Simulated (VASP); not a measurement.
## Be2C: single point with PBEsol

The system is Be2C.

```
Be C
1.0
     0.00000    2.13238    2.13238
     2.13238    0.00000    2.13238
     2.13238    2.13238    0.00000
Be C
2 1
Direct
  0.25000 0.25000 0.25000
  0.75000 0.75000 0.75000
  0.00000 0.00000 0.00000
```

- Program: VASP 6.6.1
- Task: single point
- Functional: PBEsol
- Potentials or basis: VASP PAW PBE potentials, release 64 (Be, C)
- Cutoff: 600 eV
- k mesh: 8 × 8 × 8
- Occupations: gaussian, width 0.01 eV
- Spin: no spin polarisation

```json
{"Pressure": "7.6 GPa", "Band gap on the k mesh": "1.08 eV, indirect (least direct gap 4.17 eV)"}
```

Levels at points of the mesh, in eV from the valence-band top:
```
           k point  band 1  band 2  band 3  band 4  band 5  band 6  band 7  band 8
(0.00, 0.00, 0.00)  -15.37    0.00    0.00    0.00    4.17    4.17    4.17    7.21
(0.50, 0.00, 0.00)  -12.37   -9.06   -1.91   -1.91    5.03    5.03    7.51    9.98
(0.50, 0.50, 0.00)  -11.63   -6.95   -4.94   -4.94    1.08    6.04   13.69   13.69
```

It took 4.8 s on 1 thread of Intel(R) Xeon(R) Platinum 8375C CPU @ 2.90GHz (Ice Lake) (shared host), peak memory 0.13 GiB.

Caveat: the PAW data sets were made with another functional, which shifts forces and pressure a little. A k mesh can miss the band edges.
